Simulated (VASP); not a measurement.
# Ge (Imma) in VASP: a series of runs, part 2 of 2

VASP 6.6.1.

### 3 Single point, LDA

INCAR reads:

```
  ALGO = Normal
  EDIFF = 1E-6
  ENCUT = 500
  GGA_COMPAT = F
  ISIF = 2
  ISMEAR = 0
  LASPH = T
  LCHARG = F
  LREAL = F
  LWAVE = F
  NBANDS = 36
  NELM = 120
  PREC = Accurate
  SIGMA = 0.1
```

KPOINTS reads:

```
k-points
0
Gamma
  10 8 10
```

POSCAR reads:

```
Ge
1.0
    3.9685767155      0.0000000000      0.0000000000
    0.0000000000      5.6124150143      0.0000000000
    0.0000000000      0.0000000000      3.9792396589
Ge
4
Direct
    0.0000000000      0.0001893494      0.0000000000
    0.5000000000      0.5001893494      0.5000000000
    0.0000000000      0.2498106506      0.5000000000
    0.5000000000      0.7498106506      0.0000000000
```

Potentials or basis: VASP PAW LDA potentials, release 64 (Ge_d).

Started as:

```bash
> cat potpaw_LDA.64/Ge_d/POTCAR > POTCAR
> mpirun -np 1 vasp_std > vasp.out
```

It took 6 min on 1 thread of Oxide Virtual Turin-like, shared host; peak memory 0.4 GiB.

It converged, with:

- Free energy: -20.7812 eV
- Pressure: 0.3 GPa
- Band gap on the k mesh: 0.04 eV

Stress tensor (GPa, compression positive):
```
0.42 0.00 0.00
0.00 0.31 0.00
0.00 0.00 0.09
```

Levels at points of the mesh, in eV from the valence-band top:
```tsv
k point	band 24	band 25	band 26	band 27	band 28	band 29	band 30	band 31	band 32	band 33
(0.00, 0.00, 0.00)	-3.18	-3.15	-0.02	0.00	0.00	0.04	0.60	0.65	2.52	2.52
(0.50, 0.00, 0.00)	-6.62	-3.98	-3.98	-1.57	-1.57	1.89	1.89	4.80	4.80	5.10
(0.00, 0.50, 0.00)	-4.77	-2.12	-2.12	-2.09	-2.09	0.91	0.91	2.70	2.70	5.87
(0.50, 0.50, 0.00)	-7.74	-1.46	-1.46	-1.44	-1.44	0.11	0.11	3.71	3.71	3.72
(0.00, 0.00, 0.50)	-6.62	-3.99	-3.99	-1.55	-1.55	1.93	1.93	4.81	4.81	5.13
(0.50, 0.00, 0.50)	-9.02	-3.16	-3.16	-3.16	-3.16	0.63	0.63	0.63	0.63	9.58
(0.00, 0.50, 0.50)	-7.75	-1.44	-1.44	-1.44	-1.44	0.14	0.14	3.73	3.73	3.73
(0.50, 0.50, 0.50)	-8.91	-4.03	-4.03	-4.03	-4.03	4.34	4.34	4.34	4.34	4.67
```

Caveat: semilocal functionals underestimate gaps, and a narrow one can read as zero. A k mesh can miss the band edges.

### 4 Single point, LDA

INCAR reads:

```
SYSTEM = Ge
PREC = Accurate
ENCUT = 500
EDIFF = 1E-6
ISMEAR = 0
SIGMA = 0.1
LREAL = .False.
LASPH = .True.
NELM = 120
ALGO = Normal
ISIF = 2
LWAVE = .False.
LCHARG = .True.
LELF = .True.
LVHAR = .True.
NBANDS = 36
GGA_COMPAT = .False.
```

KPOINTS reads:

```
regular mesh
0
Gamma
  10 8 10
  0 0 0
```

POSCAR reads:

```
Ge
1.0
    3.9685767155      0.0000000000      0.0000000000
    0.0000000000      5.6124150143      0.0000000000
    0.0000000000      0.0000000000      3.9826430258
Ge
4
Direct
    0.0000000000      0.0000000000      0.0000000000
    0.5000000000      0.5000000000      0.5000000000
    0.0000000000      0.2500000000      0.5000000000
    0.5000000000      0.7500000000      0.0000000000
```

Potentials or basis: VASP PAW LDA potentials, release 64 (Ge_d).

Started as:

```bash
> cat potpaw_LDA.64/Ge_d/POTCAR > POTCAR
> mpirun -np 1 vasp_std > vasp.out
```

OUTCAR:

```text
SYSTEM = Ge
   PREC = Accurate
   ENCUT = 500
   EDIFF = 1E-6
   ISMEAR = 0
   LREAL = .False.
   LASPH = .True.
   NELM = 120
   ISIF = 2

 ion  position               nearest neighbor table
   1  0.000  0.000  0.000-   4 2.43   4 2.43   3 2.44   3 2.44
   2  0.500  0.500  0.500-   3 2.43   3 2.43   4 2.44   4 2.44
   3  0.000  0.250  0.500-   2 2.43   2 2.43   1 2.44   1 2.44
   4  0.500  0.750  0.000-   1 2.43   1 2.43   2 2.44   2 2.44

  LATTYP: Found a simple orthorhombic cell.
 ALAT       =     3.9685767155
 B/A-ratio  =     1.0035444219
 C/A-ratio  =     1.4142135624

  Lattice vectors:

 A1 = (  -3.9685767155,   0.0000000000,   0.0000000000)
 A2 = (   0.0000000000,   0.0000000000,   3.9826430258)
 A3 = (   0.0000000000,   5.6124150143,   0.0000000000)

Analysis of symmetry for initial positions (statically):
=====================================================================
 Subroutine PRICEL returns following result:

  LATTYP: Found a body centered orthorhombic cell.
 ALAT       =     3.9685767155
 B/A-ratio  =     1.0035444219
 C/A-ratio  =     1.4142135624

  Lattice vectors:

 A1 = (   1.9842883578,   2.8062075071,   1.9913215129)
[... 189 lines left out ...]
 E-fermi :   4.9719     XC(G=0): -10.3864

 val. band max:        4.9704280002   @ k =   0.0000   0.0000   0.0000
 cond. band min:       5.0408819224   @ k =   0.5000   0.5000   0.0000
 fundamental gap:      0.0704539222
 Fermi energy:         4.9719034739

 k-point     1 :       0.0000    0.0000    0.0000
  band No.  band energies     occupation
      1     -20.0814      2.00000
      2     -20.0785      2.00000
      3     -20.0466      2.00000
      4     -20.0447      2.00000
      5     -20.0425      2.00000
      6     -20.0063      2.00000
[... 925 lines left out ...]
     35      12.1537      0.00000
     36      12.1537      0.00000

 [... further k-points ...]

------------------------ aborting loop because EDIFF is reached ----------------------------------------

  FORCE on cell =-STRESS in cart. coord.  units (eV):
  Direction    XX          YY          ZZ          XY          YZ          ZX
  --------------------------------------------------------------------------------------
  -------------------------------------------------------------------------------------
  Total        0.2730342      0.1518180     -0.0659728      0.0000000      0.0000000      0.0000000
  in kB        4.9314162      2.7420668     -1.1915702      0.0000000      0.0000000      0.0000000
  external PRESSURE =       2.1606376 kB  Pullay stress =       0.0000000 kB

 VOLUME and BASIS-vectors are now :
 -----------------------------------------------------------------------------
  energy-cutoff  :      500.00
  volume of cell :       88.71
      direct lattice vectors                 reciprocal lattice vectors
     3.968576715  0.000000000  0.000000000     0.251979506  0.000000000  0.000000000
     0.000000000  5.612415014  0.000000000     0.000000000  0.178176417  0.000000000
     0.000000000  0.000000000  3.982643026     0.000000000  0.000000000  0.251089539

 POSITION                                       TOTAL-FORCE (eV/Angst)
 -----------------------------------------------------------------------------------
      0.00000      0.00000      0.00000         0.000000      0.031365     -0.000000
      1.98429      2.80621      1.99132        -0.000000      0.031365     -0.000000
      0.00000      1.40310      1.99132         0.000000     -0.031365      0.000000
      1.98429      4.20931      0.00000        -0.000000     -0.031365      0.000000
 -----------------------------------------------------------------------------------
    total drift:                                0.000000      0.000000      0.000000

  FREE ENERGIE OF THE ION-ELECTRON SYSTEM (eV)
  ---------------------------------------------------
  free  energy   TOTEN  =       -20.7811481158 eV

  energy  without entropy=      -20.7806721866  energy(sigma->0) =      -20.78091015
```

OSZICAR:

```text
N       E                     dE             d eps       ncg     rms          rms(c)
DAV:   1     0.488378072773E+03    0.48838E+03   -0.27587E+04 14752   0.416E+03
DAV:   2     0.635285725901E+02   -0.42485E+03   -0.41414E+03 12976   0.788E+02
DAV:   3    -0.167033227685E+02   -0.80232E+02   -0.79087E+02 13916   0.203E+02
DAV:   4    -0.210628454378E+02   -0.43595E+01   -0.43429E+01 15240   0.553E+01
DAV:   5    -0.211460732007E+02   -0.83228E-01   -0.83202E-01 14308   0.844E+00    0.479E+00
DAV:   6    -0.209022161719E+02    0.24386E+00   -0.10718E-01 14092   0.211E+00    0.274E+00
DAV:   7    -0.207794366893E+02    0.12278E+00   -0.18168E-01 13788   0.232E+00    0.192E-01
DAV:   8    -0.207810292421E+02   -0.15926E-02   -0.13280E-02 14444   0.945E-01    0.842E-02
DAV:   9    -0.207811581276E+02   -0.12889E-03   -0.24610E-04 14896   0.962E-02    0.220E-02
DAV:  10    -0.207811483651E+02    0.97625E-05   -0.20803E-05 16000   0.598E-02    0.114E-02
DAV:  11    -0.207811481158E+02    0.24925E-06   -0.21648E-06 10140   0.140E-02
   1 F= -.20781148E+02 E0= -.20780910E+02  d E =-.475929E-03
```

stdout:

```text
POSCAR found type information on POSCAR Ge
 POSCAR found :  1 types and       4 ions
 scaLAPACK will be used
 LDA part: xc-table for (Slater(with rela. corr.)+CA(PZ))
 , standard interpolation
 POSCAR, INCAR and KPOINTS ok, starting setup
 FFT: planning ... GRIDC
 FFT: planning ... GRID_SOFT
 FFT: planning ... GRID
 WAVECAR not read
 entering main loop
```

Wall time 7.1 min (1 thread of Oxide Virtual Turin-like, shared host); peak memory 0.41 GiB.

Results:

```
Free energy            : -20.7811 eV
Pressure               : 0.2 GPa
Largest force          : 0.031 eV/Å
Band gap on the k mesh : 0.04 eV
```

Forces on the atoms (eV/Å):
```
Ge   0.000  0.031  0.000
Ge   0.000  0.031  0.000
Ge   0.000 -0.031  0.000
Ge   0.000 -0.031  0.000
```

Levels at points of the mesh, in eV from the valence-band top:
| k point | band 24 | band 25 | band 26 | band 27 | band 28 | band 29 | band 30 | band 31 | band 32 | band 33 |
| --- | --- | --- | --- | --- | --- | --- | --- | --- | --- | --- |
| (0.00, 0.00, 0.00) | -3.18 | -3.15 | -0.02 | -0.01 | 0.00 | 0.04 | 0.60 | 0.64 | 2.50 | 2.52 |
| (0.50, 0.00, 0.00) | -6.63 | -3.98 | -3.98 | -1.57 | -1.57 | 1.89 | 1.89 | 4.78 | 4.78 | 5.10 |
| (0.00, 0.50, 0.00) | -4.76 | -2.12 | -2.12 | -2.09 | -2.09 | 0.90 | 0.90 | 2.70 | 2.70 | 5.86 |
| (0.50, 0.50, 0.00) | -7.75 | -1.46 | -1.46 | -1.45 | -1.45 | 0.11 | 0.11 | 3.70 | 3.70 | 3.74 |
| (0.00, 0.00, 0.50) | -6.61 | -3.98 | -3.98 | -1.55 | -1.55 | 1.93 | 1.93 | 4.82 | 4.82 | 5.12 |
| (0.50, 0.00, 0.50) | -9.01 | -3.15 | -3.15 | -3.15 | -3.15 | 0.64 | 0.64 | 0.64 | 0.64 | 9.57 |
| (0.00, 0.50, 0.50) | -7.73 | -1.45 | -1.45 | -1.43 | -1.43 | 0.14 | 0.14 | 3.72 | 3.72 | 3.74 |
| (0.50, 0.50, 0.50) | -8.91 | -4.03 | -4.03 | -4.03 | -4.03 | 4.34 | 4.34 | 4.34 | 4.34 | 4.67 |

Caveat: the smearing spreads over this small gap; semilocal functionals underestimate gaps, and a narrow one can read as zero. A k mesh can miss the band edges.

### 5 Overview

| cell | k mesh | gap on the mesh (eV) | pressure (GPa) | largest force (eV/Å) |
| --- | --- | --- | --- | --- |
| a = 3.969, b = 5.612, c = 3.983 Å, 4 atoms, atomic positions A | 4 × 4 × 4 | 0.04 | 0.4 | 0.04 |
| a = 3.969, b = 5.612, c = 3.979 Å, 4 atoms, atomic positions B | 10 × 8 × 10 | 0.04 | 0.3 | - |
| a = 3.969, b = 5.612, c = 3.983 Å, 4 atoms, atomic positions A | 10 × 8 × 10 | 0.04 | 0.2 | 0.03 |

Alike in all rows: task single point; level LDA; potentials or basis VASP PAW LDA potentials, release 64 (Ge_d); no spin polarisation; cutoff (eV) 500; smearing gaussian 0.1 eV.

Caveats: semilocal functionals underestimate gaps, and a narrow one can read as zero; the smearing spreads over this small gap (at least some runs).

Absolute energies hang on the potentials; compare differences alone.

The gap in the log of VASP goes by the Fermi energy; the results here count the filled bands.